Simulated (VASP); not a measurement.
# Cd4Se3S (I-42m) in VASP: notebook

Runs on Cd4Se3S. Level: PBE. Tasks: single point.

Everything below comes from runs of VASP 6.6.1. Logs are shortened: lines on timing, memory, paths and dates and some standing lists are left out, and cuts for length are marked.

**1. The cell of the first run**

It takes space group I-42m (No. 121, tetragonal). The conventional cell has a = 6.129 Å, b = 6.129 Å, c = 12.251 Å, α = 90.00°, β = 90.00°, γ = 90.00°. Within 3.4 Å of Cd (site symmetry m) lie 1 S at 2.58 Å and 3 Se at 2.68 to 2.69 Å. Within 3.5 Å of Se (site symmetry -42m) lie 4 Cd at 2.69 Å. Se (site symmetry -4) has 4 Cd at 2.68 Å within 3.5 Å. Within 3.4 Å of S (site symmetry -42m) lie 4 Cd at 2.58 Å.

**2. Single point, PBE**

Input file INCAR:

```
SYSTEM = Cd4Se3S
PREC = Accurate
ENCUT = 520
EDIFF = 1E-7
ISMEAR = 0
SIGMA = 0.1
LREAL = .False.
LASPH = .True.
NELM = 80
ALGO = Normal
ISIF = 2
LWAVE = .False.
LCHARG = .False.
GGA = PE
NBANDS = 46
```

Input file KPOINTS:

```
Automatic mesh
0
Gamma
  4 4 4
  0 0 0
```

Input file POSCAR:

```
Cd4Se3S
1.0
   -3.0642918000      3.0642918000      6.1252556000
    3.0642918000     -3.0642918000      6.1252556000
    3.0642918000      3.0642918000     -6.1252556000
Cd Se S
4 3 1
Direct
    0.1206130000      0.1206130000      0.4852210000
    0.8793870000      0.3646080000      0.0000000000
    0.6353920000      0.6353920000      0.5147790000
    0.3646080000      0.8793870000      0.0000000000
    0.5000000000      0.5000000000      0.0000000000
    0.2500000000      0.7500000000      0.5000000000
    0.7500000000      0.2500000000      0.5000000000
    0.0000000000      0.0000000000      0.0000000000
```

Potentials or basis: VASP PAW PBE potentials, release 64 (Cd, Se, S).

Started as:

```console
$ cat potpaw_PBE.64/Cd/POTCAR potpaw_PBE.64/Se/POTCAR potpaw_PBE.64/S/POTCAR > POTCAR
$ mpirun -np 1 vasp_std > vasp.out
```

OUTCAR:

```text
SYSTEM = Cd4Se3S
   PREC = Accurate
   ENCUT = 520
   EDIFF = 1E-7
   ISMEAR = 0
   LREAL = .False.
   LASPH = .True.
   NELM = 80
   ISIF = 2
   GGA = PE

 ion  position               nearest neighbor table
   1  0.121  0.121  0.485-   8 2.58   7 2.68   6 2.68   5 2.69
   2  0.879  0.365  0.000-   8 2.58   6 2.68   7 2.68   5 2.69
   3  0.635  0.635  0.515-   8 2.58   7 2.68   6 2.68   5 2.69
   4  0.365  0.879  0.000-   8 2.58   7 2.68   6 2.68   5 2.69
   5  0.500  0.500  0.000-   3 2.69   1 2.69   4 2.69   2 2.69
   6  0.250  0.750  0.500-   1 2.68   4 2.68   2 2.68   3 2.68
   7  0.750  0.250  0.500-   1 2.68   2 2.68   4 2.68   3 2.68
   8  0.000  0.000  0.000-   2 2.58   3 2.58   4 2.58   1 2.58

  LATTYP: Found a body centered tetragonal cell.
 ALAT       =     6.1285836000
 C/A-ratio  =     1.9989139416

  Lattice vectors:

 A1 = (  -3.0642918000,   3.0642918000,   6.1252556000)
 A2 = (   3.0642918000,  -3.0642918000,   6.1252556000)
 A3 = (   3.0642918000,   3.0642918000,  -6.1252556000)

Analysis of symmetry for initial positions (statically):
=====================================================================
 Subroutine PRICEL returns:
 Original cell was already a primitive cell.

 Routine SETGRP: Setting up the symmetry group for a
 body centered tetragonal supercell.

 Subroutine GETGRP returns: Found  8 space group operations
 (whereof  8 operations were pure point group operations)
 out of a pool of 16 trial point group operations.

The static configuration has the point symmetry D_2d.

Analysis of symmetry for dynamics (positions and initial velocities):
=====================================================================
 Subroutine PRICEL returns:
 Original cell was already a primitive cell.

 Routine SETGRP: Setting up the symmetry group for a
 body centered tetragonal supercell.

 Subroutine GETGRP returns: Found  8 space group operations
 (whereof  8 operations were pure point group operations)
 out of a pool of 16 trial point group operations.

The dynamic configuration has the point symmetry D_2d.

 Subroutine INISYM returns: Found  8 space group operations
 (whereof  8 operations are pure point group operations),
 and found     1 'primitive' translations

----------------------------------------------------------------------------------------

                                     Primitive cell

  volume of cell :     230.0618

  direct lattice vectors                    reciprocal lattice vectors
    -3.064291800  3.064291800  6.125255600     0.000000000  0.163169839  0.081629247
     3.064291800 -3.064291800  6.125255600     0.163169839  0.000000000  0.081629247
     3.064291800  3.064291800 -6.125255600     0.163169839  0.163169839  0.000000000

  length of vectors
     7.503234278  7.503234278  7.503234278     0.182449254  0.182449254  0.230756999

  position of ions in fractional coordinates (direct lattice)
     0.120613000  0.120613000  0.485221000
     0.879387000  0.364608000  0.000000000
     0.635392000  0.635392000  0.514779000
     0.364608000  0.879387000  0.000000000
     0.500000000  0.500000000  0.000000000
     0.250000000  0.750000000  0.500000000
     0.750000000  0.250000000  0.500000000
     0.000000000  0.000000000  0.000000000

  ion indices of the primitive-cell ions
   primitive index   ion index
                 1           1
                 2           2
                 3           3
                 4           4
                 5           5
                 6           6
                 7           7
                 8           8

----------------------------------------------------------------------------------------

 KPOINTS: Automatic mesh

Automatic generation of k-mesh.
 Grid dimensions read from file:
 generate k-points for:    4    4    4

 Generating k-lattice:

  Cartesian coordinates                     Fractional coordinates (reciprocal lattice)
     0.000000000  0.040792460  0.020407312     0.250000000  0.000000000  0.000000000
     0.040792460  0.000000000  0.020407312     0.000000000  0.250000000  0.000000000
     0.040792460  0.040792460  0.000000000     0.000000000  0.000000000  0.250000000

  Length of vectors
     0.045612314  0.045612314  0.057689250

  Shift w.r.t. Gamma in fractional coordinates (k-lattice)
     0.000000000  0.000000000  0.000000000

 Subroutine IBZKPT returns following result:
 ===========================================

 Found     13 irreducible k-points:

 Following reciprocal coordinates:
            Coordinates               Weight
  0.000000  0.000000  0.000000      1.000000
  0.250000 -0.000000  0.000000      8.000000
  0.500000 -0.000000  0.000000      4.000000
  0.250000  0.250000  0.000000      8.000000
  0.500000  0.250000  0.000000     16.000000
 -0.250000  0.250000  0.000000      4.000000
  0.500000  0.500000  0.000000      2.000000
  0.250000  0.250000  0.250000      2.000000
 -0.250000  0.250000  0.250000      4.000000
  0.500000  0.500000  0.250000      4.000000
 -0.250000  0.500000  0.250000      8.000000
 -0.250000 -0.250000  0.250000      2.000000
  0.500000  0.500000  0.500000      1.000000
   k-points           NKPTS =     13   k-points in BZ     NKDIM =     13   number of bands    NBANDS=     46
   number of dos      NEDOS =    301   number of ions     NIONS =      8
   total plane-waves  NPLWV = 175616
   dimension x,y,z NGX =    56 NGY =   56 NGZ =   56
   dimension x,y,z NGXF=   112 NGYF=  112 NGZF=  112
   ions per type =               4   3   1
   NGX,Y,Z   is equivalent  to a cutoff of  12.41, 12.41, 12.41 a.u.
   NGXF,Y,Z  is equivalent  to a cutoff of  24.82, 24.82, 24.82 a.u.
 SYSTEM =  Cd4Se3S
   PREC   = accura    normal or accurate (medium, high low for compatibility)
   ISTART =      0    job   : 0-new  1-cont  2-samecut
   ICHARG =      2    charge: 1-file 2-atom 10-const
   ISPIN  =      1    spin polarized calculation?
   LNONCOLLINEAR =      F non collinear calculations
   LSORBIT =      F    spin-orbit coupling
   LASPH  =      T    aspherical Exc in radial PAW
   ENCUT  =  520.0 eV  38.22 Ry    6.18 a.u.  13.95 13.95 13.95*2*pi/ulx,y,z
   NELM   =     80;   NELMIN=  2; NELMDL= -5     # of ELM steps
   EDIFF  = 0.1E-06   stopping-criterion for ELM
   LREAL  =      F    real-space projection
   EDIFFG = 0.1E-05   stopping-criterion for IOM
   NSW    =      0    number of steps for IOM
   IBRION =     -1    ionic relax: 0-MD 1-quasi-New 2-CG
   NFREE  =      0    steps in history (QN), initial steepest desc. (CG)
   ISIF   =      2    stress and relaxation
   ISYM   =      2    0-nonsym 1-usesym 2-fastsym
   POTIM  = 0.5000    time-step for ionic-motion
   TEBEG  =    0.0;   TEEND  =   0.0 temperature during run
   PSTRESS=    0.0 pullay stress
   NELECT =      72.0000    total number of electrons
   NUPDOWN=      -1.0000    fix difference up-down
   EMIN   =  10.00;   EMAX   =-10.00  energy-range for DOS
   EFERMI =   0.00;   METHOD = LEGACY
   ISMEAR =     0;   SIGMA  =   0.10  broadening in eV -4-tet -1-fermi 0-gaus
   EFERMI_NEDOS =   21; number of points for ismear=-14 and -15
   IALGO  =     38    algorithm
   IMIX   =      4    mixing-type and parameters
     AMIX     =   0.40;   BMIX     =  1.00
     AMIX_MAG =   1.60;   BMIX_MAG =  1.00
  volume/ion in A,a.u.               =      28.76       194.07
  Fermi-wavevector in a.u.,A,eV,Ry     =   1.111486  2.100405 16.808667  1.235402
  Thomas-Fermi vector in A             =   2.248050
   LORBIT       =      0    0 simple, 1 ext, 2 COOP (PROOUT), +10 PAW based schemes
   GGA     = PE    functional components
   LHFCALC =     F    Hartree Fock is set to
   AEXX    =    0.0000 exact exchange contribution
   IVDW    =     0    specifies the selected vdW correction
   LEPSILON=     F    determine dielectric tensor
   LRPA    =     F    only Hartree local field effects (RPA)
 non-spin polarized calculation
 Gauss-broadening in eV      SIGMA  =   0.10
  energy-cutoff  :      520.00
  volume of cell :      230.06
 maximum number of plane-waves:      6232
   NGX = 27   NGY = 27   NGZ = 27

 number of electron      72.0000006 magnetization

 Free energy of the ion-electron system (eV)
  ---------------------------------------------------
  ext. energy  EPLUGINS =         0.00000000
  ---------------------------------------------------
  free energy    TOTEN  =       -22.61856660 eV

  energy without entropy =      -22.61856635  energy(sigma->0) =      -22.61856648

 E-fermi :   0.9375     XC(G=0):  -8.7112

 val. band max:        0.6245247792   @ k =   0.0000   0.0000   0.0000
 cond. band min:       1.2353888596   @ k =   0.0000   0.0000   0.0000
 fundamental gap:      0.6108640803
 Fermi energy:         0.9375440359

 k-point     1 :       0.0000    0.0000    0.0000
  band No.  band energies     occupation
      1     -11.6322      2.00000
      2     -11.1968      2.00000
      3     -11.1840      2.00000
      4     -11.1725      2.00000
      5      -7.1065      2.00000
      6      -7.1065      2.00000
[... 38 lines left out ...]
     45       6.6982      0.00000
     46       6.7161      0.00000

 k-point     2 :       0.2500   -0.0000    0.0000
  band No.  band energies     occupation
      1     -11.5520      2.00000
      2     -11.2340      2.00000
      3     -11.2011      2.00000
      4     -11.1958      2.00000
      5      -7.0820      2.00000
      6      -7.0706      2.00000
[... 38 lines left out ...]
     45       6.9952      0.00000
     46       7.1149      0.00000

 k-point     3 :       0.5000   -0.0000    0.0000
  band No.  band energies     occupation
      1     -11.3752      2.00000
      2     -11.3745      2.00000
      3     -11.2170      2.00000
      4     -11.2134      2.00000
      5      -7.0350      2.00000
      6      -7.0113      2.00000
[... 38 lines left out ...]
     45       6.9571      0.00000
     46       7.1125      0.00000

 k-point     4 :       0.2500    0.2500    0.0000
  band No.  band energies     occupation
      1     -11.4632      2.00000
      2     -11.2515      2.00000
      3     -11.2379      2.00000
      4     -11.2259      2.00000
      5      -7.0581      2.00000
      6      -7.0568      2.00000
[... 381 lines left out ...]
     45       7.2378      0.00000
     46       7.3357      0.00000

 k-point    12 :      -0.2500   -0.2500    0.2500
  band No.  band energies     occupation
      1     -11.5667      2.00000
      2     -11.2478      2.00000
      3     -11.1963      2.00000
      4     -11.1731      2.00000
      5      -7.0757      2.00000
      6      -7.0757      2.00000
[... 38 lines left out ...]
     45       7.1433      0.00000
     46       7.1433      0.00000

 k-point    13 :       0.5000    0.5000    0.5000
  band No.  band energies     occupation
      1     -11.4220      2.00000
      2     -11.3917      2.00000
      3     -11.1958      2.00000
      4     -11.1728      2.00000
      5      -7.0077      2.00000
      6      -7.0077      2.00000
[... 38 lines left out ...]
     45       8.1748      0.00000
     46       8.1754      0.00000

------------------------ aborting loop because EDIFF is reached ----------------------------------------

  FORCE on cell =-STRESS in cart. coord.  units (eV):
  Direction    XX          YY          ZZ          XY          YZ          ZX
  --------------------------------------------------------------------------------------
  -------------------------------------------------------------------------------------
  Total        0.3652535      0.3652535      0.3634863      0.0000000      0.0000000      0.0000000
  in kB        2.5436686      2.5436686      2.5313614      0.0000000      0.0000000      0.0000000
  external PRESSURE =       2.5395662 kB  Pullay stress =       0.0000000 kB

 VOLUME and BASIS-vectors are now :
 -----------------------------------------------------------------------------
  energy-cutoff  :      520.00
  volume of cell :      230.06
      direct lattice vectors                 reciprocal lattice vectors
    -3.064291800  3.064291800  6.125255600     0.000000000  0.163169839  0.081629247
     3.064291800 -3.064291800  6.125255600     0.163169839  0.000000000  0.081629247
     3.064291800  3.064291800 -6.125255600     0.163169839  0.163169839  0.000000000

 POSITION                                       TOTAL-FORCE (eV/Angst)
 -----------------------------------------------------------------------------------
      1.48686      1.48686     -1.49453         0.001085      0.001085     -0.001778
     -1.57743      1.57743      7.61979         0.001085     -0.001085      0.001778
      1.57743      1.57743      4.63072        -0.001085     -0.001085     -0.001778
      1.57743     -1.57743      7.61979        -0.001085      0.001085      0.001778
      0.00000      0.00000      6.12526         0.000000     -0.000000      0.000000
      3.06429     -0.00000      3.06263         0.000000     -0.000000      0.000000
     -0.00000      3.06429      3.06263         0.000000     -0.000000      0.000000
      0.00000      0.00000      0.00000         0.000000     -0.000000      0.000000
 -----------------------------------------------------------------------------------
    total drift:                               -0.000011     -0.000011     -0.000010

  FREE ENERGIE OF THE ION-ELECTRON SYSTEM (eV)
  ---------------------------------------------------
  free  energy   TOTEN  =       -22.6185666026 eV

  energy  without entropy=      -22.6185663486  energy(sigma->0) =      -22.61856648
```

Wall time 4.4 min (1 thread of Intel Xeon 6975P-C, shared host); peak memory 0.5 GiB.

Results:

```
Free energy            : -22.6186 eV
Pressure               : 0.3 GPa
Band gap on the k mesh : 0.61 eV, direct
```

Forces on the atoms (eV/Å):
```
Cd   0.001  0.001 -0.002
Cd   0.001 -0.001  0.002
Cd  -0.001 -0.001 -0.002
Cd  -0.001  0.001  0.002
Se   0.000  0.000  0.000
Se   0.000  0.000  0.000
Se   0.000  0.000  0.000
S    0.000  0.000  0.000
```

A hybrid or GW would open this gap; PBE tends to underestimate it.

[end of part 1 of 2]
